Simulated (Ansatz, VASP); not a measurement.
Pb: VASP beside Ansatz

```
Pb
1.0
     3.33451    0.00000    0.00000
     0.00000    3.33451    0.00000
     0.00000    0.00000    3.33451
Pb
1
Direct
  0.00000 0.00000 0.00000
```

Alike in both runs: task single point; functional r2SCAN; k mesh 11 × 11 × 11; occupations fermi-dirac, width 0.1 eV; no spin polarisation.

|  | VASP | Ansatz |
| --- | --- | --- |
| version | VASP 6.6.1 | Ansatz 0.2.0 |
| potentials or method | VASP PAW PBE potentials, release 64 (Pb_d), cutoff 520 eV | plane waves (500 eV) with PAW, scalar-relativistic |
| valence electrons in the cell | 14 | 14 |

```csv
,VASP,Ansatz,Ansatz less VASP
pressure (GPa),-3.4,-3.4,+0.02
```

VASP's potentials were made for PBE, not for r2SCAN.

Spin-orbit coupling is off throughout.
